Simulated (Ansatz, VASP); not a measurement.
# One calculation of Ir, two programs

```
CELL_PARAMETERS angstrom
0.00000 2.85745 2.85745
2.85745 0.00000 2.85745
2.85745 2.85745 0.00000
ATOMIC_POSITIONS crystal
Ir 0.12500 0.12500 0.12500
Ir 0.87500 0.87500 0.87500
```

Alike in both runs: task single point; functional PBE; k mesh 11 × 11 × 11; occupations fermi-dirac, width 0.1 eV; no spin polarisation.

```csv
,VASP,Ansatz
version,VASP 6.6.1,Ansatz 0.2.0
potentials or method,"VASP PAW PBE potentials, release 64 (Ir), cutoff 520 eV","plane waves (420 eV) with PAW, scalar-relativistic"
valence electrons in the cell,18,34
```

|  | VASP | Ansatz | Ansatz less VASP |
| --- | --- | --- | --- |
| pressure (GPa) | -11.8 | -11.7 | +0.11 |

VASP's potentials hold 18 valence electrons a cell and Ansatz's 34, so a difference there can come from the potentials and not from the codes.

Spin-orbit coupling is off throughout.
